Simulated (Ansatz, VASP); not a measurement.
# I: VASP beside Ansatz

```
CELL_PARAMETERS angstrom
-2.14826 2.14826 1.97640
2.14826 -2.14826 1.97640
2.14826 2.14826 -1.97640
ATOMIC_POSITIONS crystal
I 0.00000 0.00000 0.00000
```

Alike in both runs: task single point; functional PBE; dispersion D3(BJ); k mesh 18 × 18 × 18; occupations gaussian, width 0.15 eV; no spin polarisation.

|  | VASP | Ansatz |
| --- | --- | --- |
| version | VASP 6.6.1 | Ansatz 0.2.0 |
| potentials or method | VASP PAW PBE potentials, release 64 (I), cutoff 520 eV | scalar-relativistic, plane waves, PAW |
| valence electrons in the cell | 7 | 17 |

Ansatz gave:

* gap on the k mesh at the Fermi level (eV): none
* pressure (GPa): -1.9
* traceless stress, the component that is largest in VASP (GPa): 0.23

Q: What did VASP give for the same quantities?

A: gap on the k mesh at the Fermi level (eV): none; pressure (GPa): -2.0; traceless stress, the component that is largest in VASP (GPa): 0.23.

A gap of «none» marks a metal or a gap that the smearing closes. VASP's potentials hold 7 valence electrons a cell and Ansatz's 17, so a difference there can come from the potentials and not from the codes.

Neither program's run includes spin-orbit coupling.
